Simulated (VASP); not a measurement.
Ge2Sb2Se, 5 atoms in the cell. Symmetry: Amm2, No. 38, orthorhombic system. The conventional cell has a = 10.600 Å, b = 3.950 Å, c = 6.840 Å, α = 90.00°, β = 90.00°, γ = 90.00°. Within 3.2 Å of Ge (site symmetry m) lie 1 Se at 2.40 Å and 3 Sb at 2.65 Å. Within 4.0 Å of Sb (site symmetry m) lie 3 Ge at 2.65 Å and 1 Se at 3.62 Å and 7 Sb at 3.71 to 3.95 Å. Se (site symmetry mm2) has 2 Ge at 2.40 Å within 3.2 Å. 

* Program: VASP 6.6.1
* Task: relaxation of cell and atoms
* Functional: PBE
* Potentials or basis: VASP PAW PBE potentials, release 64 (Ge_d, Sb, Se)
* Cutoff: 600 eV
* k mesh: 1 × 4 × 4
* Occupations: gaussian, width 0.15 eV
* Spin: no spin polarisation
* Dipole correction: no
* Further INCAR settings: ALGO = Normal; EDIFF = 1e-06; IBRION = 2; EDIFFG = -0.08; NSW = 36; ISIF = 3

Potentials or basis: VASP PAW PBE potentials, release 64 (Ge_d, Sb, Se).

Run with:

```console
$ cat potpaw_PBE.64/Ge_d/POTCAR potpaw_PBE.64/Sb/POTCAR potpaw_PBE.64/Se/POTCAR > POTCAR
$ mpirun -np 1 vasp_std > vasp.out
```

Hardware: 1 thread of Intel(R) Xeon(R) Platinum 8488C (Sapphire Rapids), with other jobs on the host.

Problem. How long does it take, and how much memory?

Solution. It took 7.5 min on 1 thread of Intel(R) Xeon(R) Platinum 8488C (Sapphire Rapids), with other jobs on the host, peak memory 0.32 GiB. Counts: scf iterations 176, k points 7, ion steps 22.
